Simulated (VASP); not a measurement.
Here is a VASP 6.6.1 calculation.

INCAR

```
PREC = Accurate
ENCUT = 520
EDIFF = 1E-6
ISMEAR = -1
SIGMA = 0.05
LREAL = F
LASPH = T
NELM = 150
ALGO = Normal
ISIF = 2
LWAVE = F
LCHARG = F
ISPIN = 2
MAGMOM = 1 1 1 0
LORBIT = 11
LMAXMIX = 4
GGA = CA
NBANDS = 28
```

Contents of KPOINTS:

```
regular mesh
0
Gamma
  8 8 8
```

POSCAR

```
AlNi3
1.0
    3.4511354705      0.0000000000      0.0000000000
    0.0000000000      3.4511354705      0.0000000000
    0.0000000000      0.0000000000      3.4511354705
Ni Al
3 1
Direct
    0.5000000000      0.5000000000      0.0000000000
    0.5000000000      0.0000000000      0.5000000000
    0.0000000000      0.5000000000      0.5000000000
    0.0000000000      0.0000000000      0.0000000000
```

Potentials or basis: VASP PAW LDA potentials, release 64 (Ni, Al).

Command:

```sh
$ cat potpaw_LDA.64/Ni/POTCAR potpaw_LDA.64/Al/POTCAR > POTCAR
$ mpirun -np 1 vasp_std > vasp.out
```

Q: Predict the net moment.

A: 0.17 μB per cell.

Q: What does it give for the site moments?

A: Ni +0.06; Al -0.00 μB.
